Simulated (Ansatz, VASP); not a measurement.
Ti: VASP beside Ansatz

```
CELL_PARAMETERS angstrom
0.00000 2.91158 2.91158
2.91158 0.00000 2.91158
2.91158 2.91158 0.00000
ATOMIC_POSITIONS crystal
Ti 0.12500 0.12500 0.12500
Ti 0.87500 0.87500 0.87500
```

Alike in both runs: task single point; functional RPBE; k mesh 11 × 11 × 11; occupations fermi-dirac, width 0.1 eV; no spin polarisation.

|  | VASP | Ansatz |
| --- | --- | --- |
| version | VASP 6.6.1 | Ansatz 0.2.0 |
| potentials or method | VASP PAW PBE potentials, release 64 (Ti_sv), cutoff 520 eV | plane waves (420 eV) with PAW, scalar-relativistic |
| valence electrons in the cell | 24 | 24 |

```csv
,VASP,Ansatz,Ansatz less VASP
pressure (GPa),0.1,0.0,-0.04
```

VASP's potentials were made for PBE, not for RPBE. With one functional, cell and mesh, what is left measures potentials, basis and numerics.
